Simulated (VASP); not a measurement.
# Sb (Im-3m) in VASP: a series of runs

Aim: see how the results for Sb move with the level of theory and the settings. Levels: PBE-based screened hybrid with 15 % exact exchange, PBE-based screened hybrid with 25 % exact exchange, PBE-based screened hybrid with 35 % exact exchange. Tasks: single point.

Everything below comes from runs of VASP 6.6.1. Logs are shortened: lines on timing, memory, paths and dates and some standing lists are left out, and cuts for length are marked.

## 1. The cell of the first run

Symmetry: Im-3m, No. 229, cubic system. The conventional cell has a = 3.743 Å, b = 3.743 Å, c = 3.743 Å, α = 90.00°, β = 90.00°, γ = 90.00°. Within 4.3 Å of Sb (site symmetry m-3m) lie 14 Sb at 3.24 to 3.74 Å.

This isn't the form of Sb at room conditions, which is rhombohedral.

## 2. Single point, PBE-based screened hybrid with 15 % exact exchange

Contents of POSCAR:

```
Sb
1.0
   -1.8713408863      1.8713408863      1.8713408863
    1.8713408863     -1.8713408863      1.8713408863
    1.8713408863      1.8713408863     -1.8713408863
Sb
1
Direct
    0.0000000000      0.0000000000      0.0000000000
```

Contents of INCAR.step1:

```
SYSTEM = Sb
ALGO = Normal
EDIFF = 1E-5
ENCUT = 520
GGA = PE
ISIF = 2
ISMEAR = -1
LASPH = .TRUE.
LREAL = .FALSE.
LWAVE = .TRUE.
NBANDS = 8
NELM = 80
PREC = Accurate
SIGMA = 0.05
```

Contents of INCAR.step2:

```
SYSTEM = Sb
AEXX = 0.15
ALGO = Normal
EDIFF = 1E-6
ENCUT = 520
GGA = PE
HFSCREEN = 0.2078699
ISIF = 2
ISMEAR = -1
ISTART = 1
LASPH = .TRUE.
LCHARG = .TRUE.
LELF = .TRUE.
LHFCALC = .TRUE.
LREAL = .FALSE.
LVHAR = .TRUE.
LWAVE = .FALSE.
NBANDS = 8
NELM = 80
PREC = Accurate
PRECFOCK = Normal
SIGMA = 0.05
```

Contents of KPOINTS:

```
k-points
0
G
  6 6 6
  0 0 0
```

Potentials or basis: VASP PAW PBE potentials, release 64 (Sb).

The run is started by

```bash
> cat potpaw_PBE.64/Sb/POTCAR > POTCAR
> cp INCAR.step1 INCAR
> mpirun -np 1 vasp_std > vasp.out
> cp INCAR.step2 INCAR
> mpirun -np 1 vasp_std > vasp.out
```

OUTCAR:

```text
SYSTEM = Sb
   AEXX = 0.15
   EDIFF = 1E-6
   ENCUT = 520
   GGA = PE
   HFSCREEN = 0.2078699
   ISIF = 2
   ISMEAR = -1
   ISTART = 1
   LASPH = .TRUE.
   LHFCALC = .TRUE.
   LREAL = .FALSE.
   NELM = 80
   PREC = Accurate
   PRECFOCK = Normal

 ion  position               nearest neighbor table
   1  0.000  0.000  0.000-

  LATTYP: Found a body centered cubic cell.
 ALAT       =     3.7426817726

  Lattice vectors:

 A1 = (  -1.8713408863,   1.8713408863,   1.8713408863)
 A2 = (   1.8713408863,  -1.8713408863,   1.8713408863)
 A3 = (   1.8713408863,   1.8713408863,  -1.8713408863)

Analysis of symmetry for initial positions (statically):
=====================================================================
 Subroutine PRICEL returns:
 Original cell was already a primitive cell.

 Routine SETGRP: Setting up the symmetry group for a
 body centered cubic supercell.

 Subroutine GETGRP returns: Found 48 space group operations
 (whereof 48 operations were pure point group operations)
 out of a pool of 48 trial point group operations.

The static configuration has the point symmetry O_h .

Analysis of symmetry for dynamics (positions and initial velocities):
=====================================================================
 Subroutine PRICEL returns:
 Original cell was already a primitive cell.

 Routine SETGRP: Setting up the symmetry group for a
 body centered cubic supercell.

 Subroutine GETGRP returns: Found 48 space group operations
 (whereof 48 operations were pure point group operations)
 out of a pool of 48 trial point group operations.

The dynamic configuration has the point symmetry O_h .

 Subroutine INISYM returns: Found 48 space group operations
 (whereof 48 operations are pure point group operations),
 and found     1 'primitive' translations

----------------------------------------------------------------------------------------

                                     Primitive cell

  volume of cell :      26.2131

  direct lattice vectors                    reciprocal lattice vectors
    -1.871340886  1.871340886  1.871340886     0.000000000  0.267188092  0.267188092
     1.871340886 -1.871340886  1.871340886     0.267188092  0.000000000  0.267188092
     1.871340886  1.871340886 -1.871340886     0.267188092  0.267188092  0.000000000

  length of vectors
     3.241257493  3.241257493  3.241257493     0.377861023  0.377861023  0.377861023

  position of ions in fractional coordinates (direct lattice)
     0.000000000  0.000000000  0.000000000

  ion indices of the primitive-cell ions
   primitive index   ion index
                 1           1

----------------------------------------------------------------------------------------

 KPOINTS: k-points

Automatic generation of k-mesh.
 Grid dimensions read from file:
 generate k-points for:    6    6    6

 Generating k-lattice:

  Cartesian coordinates                     Fractional coordinates (reciprocal lattice)
     0.000000000  0.044531349  0.044531349     0.166666667  0.000000000  0.000000000
     0.044531349  0.000000000  0.044531349     0.000000000  0.166666667  0.000000000
     0.044531349  0.044531349  0.000000000     0.000000000  0.000000000  0.166666667

  Length of vectors
     0.062976837  0.062976837  0.062976837

  Shift w.r.t. Gamma in fractional coordinates (k-lattice)
     0.000000000  0.000000000  0.000000000

 Subroutine IBZKPT returns following result:
 ===========================================

 Found     16 irreducible k-points:

 Following reciprocal coordinates:
            Coordinates               Weight
  0.000000  0.000000  0.000000      1.000000
  0.166667  0.000000  0.000000     12.000000
  0.333333  0.000000  0.000000     12.000000
  0.500000  0.000000  0.000000      6.000000
  0.166667  0.166667  0.000000     24.000000
  0.333333  0.166667  0.000000     48.000000
  0.333333  0.333333  0.000000      8.000000
  0.166667  0.166667  0.166667      8.000000
  0.333333  0.166667  0.166667     12.000000
 -0.166667  0.166667  0.166667      6.000000
 -0.333333  0.333333  0.166667     24.000000
  0.500000  0.500000  0.166667     12.000000
 -0.333333  0.500000  0.166667     24.000000
 -0.333333  0.333333  0.333333      6.000000
  0.500000  0.500000  0.333333     12.000000
  0.500000  0.500000  0.500000      1.000000
   k-points           NKPTS =     16   k-points in BZ     NKDIM =    216   number of bands    NBANDS=      8
   number of dos      NEDOS =    301   number of ions     NIONS =      1
   total plane-waves  NPLWV =  13824
   dimension x,y,z NGX =    24 NGY =   24 NGZ =   24
   dimension x,y,z NGXF=    48 NGYF=   48 NGZF=   48
   ions per type =               1
   NGX,Y,Z   is equivalent  to a cutoff of  12.31, 12.31, 12.31 a.u.
   NGXF,Y,Z  is equivalent  to a cutoff of  24.62, 24.62, 24.62 a.u.
 SYSTEM =  Sb
   PREC   = accura    normal or accurate (medium, high low for compatibility)
   ISTART =      1    job   : 0-new  1-cont  2-samecut
   ICHARG =      0    charge: 1-file 2-atom 10-const
   ISPIN  =      1    spin polarized calculation?
   LNONCOLLINEAR =      F non collinear calculations
   LSORBIT =      F    spin-orbit coupling
   LASPH  =      T    aspherical Exc in radial PAW
   ENCUT  =  520.0 eV  38.22 Ry    6.18 a.u.   6.03  6.03  6.03*2*pi/ulx,y,z
   NELM   =     80;   NELMIN=  2; NELMDL=  0     # of ELM steps
   EDIFF  = 0.1E-05   stopping-criterion for ELM
   LREAL  =      F    real-space projection
   EDIFFG = 0.1E-04   stopping-criterion for IOM
   NSW    =      0    number of steps for IOM
   IBRION =     -1    ionic relax: 0-MD 1-quasi-New 2-CG
   NFREE  =      0    steps in history (QN), initial steepest desc. (CG)
   ISIF   =      2    stress and relaxation
   ISYM   =      3    0-nonsym 1-usesym 2-fastsym
   POTIM  = 0.5000    time-step for ionic-motion
   TEBEG  =    0.0;   TEEND  =   0.0 temperature during run
   PSTRESS=    0.0 pullay stress
   NELECT =       5.0000    total number of electrons
   NUPDOWN=      -1.0000    fix difference up-down
   EMIN   =  10.00;   EMAX   =-10.00  energy-range for DOS
   EFERMI =   0.00;   METHOD = LEGACY
   ISMEAR =    -1;   SIGMA  =   0.05  broadening in eV -4-tet -1-fermi 0-gaus
   EFERMI_NEDOS =   21; number of points for ismear=-14 and -15
   IALGO  =     38    algorithm
   IMIX   =      1    mixing-type and parameters
     AMIX     =   0.40;   BMIX     =  1.00
     AMIX_MAG =   1.60;   BMIX_MAG =  1.00
  volume/ion in A,a.u.               =      26.21       176.89
  Fermi-wavevector in a.u.,A,eV,Ry     =   0.942378  1.780837 12.083018  0.888077
  Thomas-Fermi vector in A             =   2.069982
   LORBIT       =      0    0 simple, 1 ext, 2 COOP (PROOUT), +10 PAW based schemes
   GGA     = PE    functional components
   LHFCALC =     T    Hartree Fock is set to
   PRECFOCK=normal    Normal, Fast or Accurate (Low or Medium for compatibility)
   ENCUT4O =  -1.0   cutoff for four orbital integrals eV
   NKREDX  =     1    reduce k-point grid by
   NKREDY  =     1    reduce k-point grid by
   NKREDZ  =     1    reduce k-point grid by
   AEXX    =    0.1500 exact exchange contribution
   HFSCREEN=    0.2079 screening length (either q_TF or 0.3 A-1)
   HFSCREENC=   0.2079 screening length for correlation (either q_TF or 0.3 A-1)
   ENCUTFOCK=  -1.0 apply spherical cutoff to Coloumb kernel
   IVDW    =     0    specifies the selected vdW correction
   LEPSILON=     F    determine dielectric tensor
   LRPA    =     F    only Hartree local field effects (RPA)
 non-spin polarized calculation
  energy-cutoff  :      520.00
  volume of cell :       26.21
 maximum number of plane-waves:       715
  NGX = 20; NGY = 20; NGZ = 20

 number of electron       4.9999999 magnetization

 Free energy of the ion-electron system (eV)
  ---------------------------------------------------
  ext. energy  EPLUGINS =         0.00000000
  ---------------------------------------------------
  free energy    TOTEN  =        -4.31204155 eV

  energy without entropy =       -4.29843756  energy(sigma->0) =       -4.30523955

 E-fermi :   8.2617     XC(G=0):  -9.2890

 val. band max:        8.1752828080   @ k =   0.3333   0.1667   0.0000
 cond. band min:       8.2900169807   @ k =   0.5000   0.5000   0.3333
 fundamental gap:      0.1147341727
 Fermi energy:         8.2616922513

 k-point     1 :       0.0000    0.0000    0.0000
  band No.  band energies     occupation
      1      -5.2339      2.00000
      2      14.8685      0.00000
      3      14.8685      0.00000
      4      14.8685      0.00000
      5      19.7788      0.00000
      6      19.7788      0.00000
      7      19.7788      0.00000
      8      21.1307      0.00000

 k-point     2 :       0.1667    0.0000    0.0000
  band No.  band energies     occupation
      1      -4.6019      2.00000
      2      11.1217      0.00000
      3      13.2593      0.00000
      4      14.3375      0.00000
      5      17.7143      0.00000
      6      17.9103      0.00000
      7      20.3023      0.00000
      8      21.1154      0.00000

 k-point     3 :       0.3333    0.0000    0.0000
  band No.  band energies     occupation
      1      -2.7534      2.00000
      2       5.8042      2.00000
      3      11.3505      0.00000
      4      13.3375      0.00000
      5      16.0867      0.00000
      6      16.4694      0.00000
      7      21.4190      0.00000
      8      22.4585      0.00000

 k-point     4 :       0.5000    0.0000    0.0000
  band No.  band energies     occupation
      1      -0.7191      2.00000
      2       2.4985      2.00000
      3      10.6341      0.00000
      4      12.8909      0.00000
      5      15.5625      0.00000
      6      15.9841      0.00000
      7      23.3220      0.00000
      8      24.4914      0.00000

 k-point     5 :       0.1667    0.1667    0.0000
  band No.  band energies     occupation
      1      -3.3562      2.00000
      2       7.9851      1.99212
      3      10.1910      0.00000
      4      12.8057      0.00000
      5      17.5014      0.00000
      6      18.3491      0.00000
      7      20.8127      0.00000
      8      21.9417      0.00000

 k-point     6 :       0.3333    0.1667    0.0000
  band No.  band energies     occupation
      1      -1.1031      2.00000
      2       4.0284      2.00000
      3       8.1753      1.69836
      4      11.8437      0.00000
      5      16.9083      0.00000
      6      19.3479      0.00000
      7      20.9979      0.00000
      8      23.3992      0.00000

 k-point     7 :       0.3333    0.3333    0.0000
  band No.  band energies     occupation
      1       0.2274      2.00000
      2       4.5533      2.00000
      3       4.5533      2.00000
      4      11.3501      0.00000
      5      18.3326      0.00000
      6      20.2459      0.00000
      7      20.2459      0.00000
      8      25.2117      0.00000

 k-point     8 :       0.1667    0.1667    0.1667
  band No.  band energies     occupation
      1      -1.6118      2.00000
      2       5.5671      2.00000
      3       8.5693      0.00425
      4       8.5693      0.00425
      5      21.0973      0.00000
      6      21.0973      0.00000
      7      23.2567      0.00000
      8      23.2567      0.00000

 k-point     9 :       0.3333    0.1667    0.1667
  band No.  band energies     occupation
      1       0.0529      2.00000
      2       3.9130      2.00000
      3       6.6326      2.00000
      4       7.9758      1.99345
      5      21.6934      0.00000
      6      21.7761      0.00000
      7      24.8946      0.00000
      8      25.0581      0.00000

 k-point    10 :      -0.1667    0.1667    0.1667
  band No.  band energies     occupation
      1      -3.9724      2.00000
      2      10.9382      0.00000
      3      11.6269      0.00000
      4      11.6269      0.00000
      5      16.1277      0.00000
      6      20.0947      0.00000
      7      20.0947      0.00000
      8      20.5841      0.00000

 k-point    11 :      -0.3333    0.3333    0.1667
  band No.  band energies     occupation
      1      -2.1380      2.00000
      2       6.3300      2.00000
      3       9.7502      0.00000
      4      11.1007      0.00000
      5      15.7653      0.00000
      6      18.9002      0.00000
      7      19.6096      0.00000
      8      22.3751      0.00000

 k-point    12 :       0.5000    0.5000    0.1667
  band No.  band energies     occupation
      1      -0.1506      2.00000
      2       3.1477      2.00000
      3       9.0535      0.00000
      4      10.8062      0.00000
      5      16.9663      0.00000
      6      18.4067      0.00000
      7      19.2581      0.00000
      8      19.9195      0.00000

 k-point    13 :      -0.3333    0.5000    0.1667
  band No.  band energies     occupation
      1      -0.0213      2.00000
      2       4.7715      2.00000
      3       6.3161      2.00000
      4      11.5856      0.00000
      5      15.4870      0.00000
      6      17.8681      0.00000
      7      18.6827      0.00000
      8      23.9071      0.00000

 k-point    14 :      -0.3333    0.3333    0.3333
  band No.  band energies     occupation
      1      -0.3663      2.00000
      2       7.3456      2.00000
      3       7.8754      1.99912
      4       7.8754      1.99912
      5      12.9058      0.00000
      6      17.5185      0.00000
      7      23.0352      0.00000
      8      23.4224      0.00000

 k-point    15 :       0.5000    0.5000    0.3333
  band No.  band energies     occupation
      1       1.4575      2.00000
      2       4.9292      2.00000
      3       7.1790      2.00000
      4       8.2900      0.72409
      5      13.3602      0.00000
      6      14.4186      0.00000
      7      22.7519      0.00000
      8      23.8481      0.00000

 k-point    16 :       0.5000    0.5000    0.5000
  band No.  band energies     occupation
      1       2.9887      2.00000
      2       6.4812      2.00000
      3       6.4812      2.00000
      4       6.4812      2.00000
      5      11.8295      0.00000
      6      11.8295      0.00000
      7      26.8844      0.00000
      8      26.8844      0.00000

------------------------ aborting loop because EDIFF is reached ----------------------------------------

  FORCE on cell =-STRESS in cart. coord.  units (eV):
  Direction    XX          YY          ZZ          XY          YZ          ZX
  --------------------------------------------------------------------------------------
  -------------------------------------------------------------------------------------
  Total        0.3036576      0.3036576      0.3036576     -0.0000000     -0.0000000     -0.0000000
  in kB       18.5599144     18.5599144     18.5599144     -0.0000000     -0.0000000     -0.0000000
  external PRESSURE =      18.5599144 kB  Pullay stress =       0.0000000 kB

 VOLUME and BASIS-vectors are now :
 -----------------------------------------------------------------------------
  energy-cutoff  :      520.00
  volume of cell :       26.21
      direct lattice vectors                 reciprocal lattice vectors
    -1.871340886  1.871340886  1.871340886     0.000000000  0.267188092  0.267188092
     1.871340886 -1.871340886  1.871340886     0.267188092  0.000000000  0.267188092
     1.871340886  1.871340886 -1.871340886     0.267188092  0.267188092  0.000000000

 POSITION                                       TOTAL-FORCE (eV/Angst)
 -----------------------------------------------------------------------------------
      0.00000      0.00000      0.00000        -0.000000      0.000000      0.000000
 -----------------------------------------------------------------------------------
    total drift:                               -0.000000      0.000000      0.000000

  FREE ENERGIE OF THE ION-ELECTRON SYSTEM (eV)
  ---------------------------------------------------
  free  energy   TOTEN  =        -4.3120415483 eV

  energy  without entropy=       -4.2984375572  energy(sigma->0) =       -4.30523955
```

Wall time 11 min (1 thread of AMD EPYC 7R43 (Zen 3), shared host); peak memory 0.21 GiB.

Results:

```yaml
Free_energy: -4.3120 eV
Pressure: 1.9 GPa
Band_gap_on_the_k_mesh: zero (an odd number of electrons rules out a gap without spin polarisation)
```

Caveat: the k points lie up to 0.40 Å⁻¹ apart, too coarse for converged energies and pressures of a metal; the PAW data sets were made with another functional, which shifts forces and pressure a little; spin-orbit coupling is left out, which moves the levels of the heavy elements.

(Part 1 of 2 ends here.)

The gap in the log of VASP goes by the Fermi energy; the results here count the filled bands.